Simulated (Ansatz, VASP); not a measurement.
# One calculation of HfN, two programs

The input POSCAR:

```
HfN
1.0
    0.0000000000      2.4047095306      2.4047095306
    2.4047095306      0.0000000000      2.4047095306
    2.4047095306      2.4047095306      0.0000000000
Hf N
1 1
Direct
    0.0000000000      0.0000000000      0.0000000000
    0.2500000000      0.2500000000      0.2500000000
```

File INCAR.step1:

```
SYSTEM = HfN
PREC = Accurate
ENCUT = 520
EDIFF = 1E-5
ISMEAR = -1
SIGMA = 0.05
LREAL = .FALSE.
LASPH = .TRUE.
NELM = 60
ALGO = Normal
ISIF = 2
LWAVE = .TRUE.
NBANDS = 14
GGA = PE
```

File INCAR.step2:

```
SYSTEM = HfN
PREC = Accurate
ENCUT = 520
EDIFF = 1E-6
ISMEAR = -1
SIGMA = 0.05
LREAL = .FALSE.
LASPH = .TRUE.
NELM = 60
ALGO = Normal
ISIF = 2
LWAVE = .FALSE.
LCHARG = .TRUE.
GGA = PE
LHFCALC = .TRUE.
AEXX = 0.25
PRECFOCK = Normal
LELF = .TRUE.
LVHAR = .TRUE.
NBANDS = 14
ISTART = 1
```

KPOINTS

```
Automatic mesh
0
G
  6 6 6
  0 0 0
```

input.yaml

```yaml
crystal:
  lattice:
    - [0.0, 2.4047095306, 2.4047095306]
    - [2.4047095306, 0.0, 2.4047095306]
    - [2.4047095306, 2.4047095306, 0.0]
  atoms:
    - { symbol: Hf, position: [0.0, 0.0, 0.0] }
    - { symbol: "N", position: [0.25, 0.25, 0.25] }
hamiltonian:
  xc: pbe0
  pseudopotentials: { kind: paw }
kpoints:
  mp_grid: { grid: [6, 6, 6] }
scf:
  occupations: { method: fermi_dirac, width: 0.05 }
output:
  forces: true
  stress: true
  eigenvalues: true
  write_density: true
  write_potential: true
  elf: true
  volumetric_format: npy
```

Alike in both runs: task single point; functional PBE0; k mesh 6 × 6 × 6; occupations fermi-dirac, width 0.05 eV; no spin polarisation.

|  | VASP | Ansatz |
| --- | --- | --- |
| version | VASP 6.6.1 | Ansatz 0.2.0 |
| potentials or method | VASP PAW PBE potentials, release 64 (Hf_pv, N) | Ansatz PAW |
| plane-wave cutoff (eV) | 520 | 420 |
| valence electrons in the cell | 15 | 31 |

|  | VASP | Ansatz | Ansatz less VASP |
| --- | --- | --- | --- |
| gap on the k mesh at the Fermi level (eV) | none | none | - |
| pressure (GPa) | 8.9 | 11.9 | +2.98 |

A gap of «none» marks a metal or a gap that the smearing closes. VASP's potentials hold 15 valence electrons a cell and Ansatz's 31, so a difference there can come from the potentials and not from the codes.

The k mesh is coarse, so the values compare programs but aren't converged. Neither program's run includes spin-orbit coupling.
